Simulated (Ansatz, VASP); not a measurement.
**Two plane-wave programs on Zn**

Contents of INCAR:

```
SYSTEM = Zn
  ALGO = Normal
  EDIFF = 1E-6
  ENCUT = 500
  GGA = PE
  GGA_COMPAT = .False.
  ISIF = 2
  ISMEAR = 0
  LASPH = .True.
  LCHARG = .True.
  LELF = .True.
  LREAL = .False.
  LVHAR = .True.
  LWAVE = .False.
  NBANDS = 19
  NELM = 120
  PREC = Accurate
  SIGMA = 0.15
```

KPOINTS

```
k-points
0
Gamma
  24 24 10
  0 0 0
```

Contents of POSCAR:

```
Zn
1.0
    2.6647980532      0.0299789781      0.0000000000
   -1.3064364700      2.2927933210      0.0000000000
    0.0000000000      0.0000000000      4.9467000000
Zn
2
Direct
    0.3333333333      0.6666666667      0.2500000000
    0.6666666667      0.3333333333      0.7500000000
```

Input for Ansatz:

```yaml
crystal:
  lattice:
    - [2.6647980532, 0.0299789781, 0.0]
    - [-1.30643647, 2.292793321, 0.0]
    - [0.0, 0.0, 4.9467]
  atoms:
    - { symbol: Zn, position: [0.3333333333, 0.6666666667, 0.25] }
    - { symbol: Zn, position: [0.6666666667, 0.3333333333, 0.75] }
basis:
  ecutwfc: 420
kpoints:
  mp_grid: { grid: [24, 24, 10] }
hamiltonian:
  xc: pbe
scf:
  occupations: { method: gaussian, width: 0.15 }
output:
  forces: true
  stress: true
  eigenvalues: true
```

Change from the starting cell: strain +0.0225 x Voigt [0, 0, 0, 0, 0, 1], atoms carried along.

Alike in both runs: task single point; functional PBE; k mesh 24 × 24 × 10; occupations gaussian, width 0.15 eV; no spin polarisation.

|  | VASP | Ansatz |
| --- | --- | --- |
| version | VASP 6.6.1 | Ansatz 0.2.0 |
| potentials or method | VASP PAW PBE potentials, release 64 (Zn), cutoff 500 eV | scalar-relativistic, plane waves, PAW |
| valence electrons in the cell | 24 | 24 |

VASP gave:

| Property | Result |
| --- | --- |
| gap on the k mesh at the Fermi level (eV) | none |
| pressure (GPa) | 0.1 |
| traceless stress, the component that is largest in VASP (GPa) | -1.43 |
| rms of the force components (eV/Å) | 0.003 |

**Question.** Estimate Ansatz's values.

**Answer.** gap on the k mesh at the Fermi level (eV): none; pressure (GPa): -0.3; traceless stress, the component that is largest in VASP (GPa): -1.43; rms of the force components (eV/Å): 0.004.

Atom by atom the forces differ by 0.001 eV/Å (rms over components). A gap of «none» marks a metal or a gap that the smearing closes. With one functional, cell and mesh, what is left measures potentials, basis and numerics.
